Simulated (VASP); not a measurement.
Input of a VASP 6.6.1 run:

INCAR

```
  PREC = Accurate
  ENCUT = 500
  EDIFF = 1E-6
  ISMEAR = 0
  SIGMA = 0.01
  LREAL = False
  LASPH = True
  NELM = 120
  ALGO = Normal
  ISIF = 2
  LWAVE = False
  LCHARG = True
  GGA = PE
  LELF = True
  LVHAR = True
  NBANDS = 19
  GGA_COMPAT = False
```

The input KPOINTS:

```
Automatic mesh
0
Gamma
  2 2 2
```

POSCAR

```
SrCl2
1.0
    0.0000000000      3.4976509413      3.4976509413
    3.4976509413      0.0000000000      3.4976509413
    3.4976509413      3.4976509413      0.0000000000
Sr Cl
1 2
Direct
    0.0000000000      0.0000000000      0.0000000000
    0.2500000000      0.2500000000      0.2500000000
    0.7500000000      0.7500000000      0.7500000000
```

Potentials or basis: VASP PAW PBE potentials, release 64 (Sr_sv, Cl).

The run is started by

```console
$ cat potpaw_PBE.64/Sr_sv/POTCAR potpaw_PBE.64/Cl/POTCAR > POTCAR
$ mpirun -np 1 vasp_std > vasp.out
```

(1) What does it give for the pressure?

(2) What does it give for the band gap on the k mesh?

## Answers

(1) 1.0 GPa.

(2) 5.30 eV, indirect (least direct gap 5.49 eV).

Caveat: the k points lie up to 0.78 Å⁻¹ apart.
